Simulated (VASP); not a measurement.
Here is a VASP 6.6.1 calculation.

The input INCAR:

```
ALGO     = Fast           # electronic algorithm
EDIFF    = 1E-7           # SCF threshold, eV
ENCUT    = 520            # plane-wave cutoff, eV
GGA      = PE             # functional
ISIF     = 2              # what is computed and relaxed
ISMEAR   = -1             # smearing method
LASPH    = T              # aspherical terms in the spheres
LCHARG   = F              # write CHGCAR
LREAL    = F              # projectors in reciprocal space
LWAVE    = F              # write WAVECAR
NBANDS   = 20             # bands
NELM     = 60             # most SCF steps
PREC     = Accurate       # precision mode
SIGMA    = 0.05           # smearing width, eV
```

The input KPOINTS:

```
k-points
0
Gamma
  9 9 5
```

Contents of POSCAR:

```
Tl
1.0
    3.4560000000      0.0000000000      0.0000000000
   -1.7280000000      2.9929837955      0.0000000000
    0.0000000000      0.0000000000      5.5250000000
Tl
2
Direct
    0.6666666667      0.3333333333      0.7500000000
    0.3333333333      0.6666666667      0.2500000000
```

Potentials or basis: VASP PAW PBE potentials, release 64 (Tl_d).

The run is started by

```console
$ cat potpaw_PBE.64/Tl_d/POTCAR > POTCAR
$ mpirun -np 1 vasp_std > vasp.out
```

Task: Estimate the band gap on the k mesh.

Result: Zero (band 13 reaches 8.69 eV, above the bottom of band 14 at 5.02 eV).

Task: Estimate the pressure.

Result: 3.4 GPa.

Stress tensor (GPa, compression positive):
```
2.92 0.00 0.00
0.00 2.92 0.00
0.00 0.00 4.28
```

Caveat: spin-orbit coupling is left out, which moves the levels of the heavy elements.
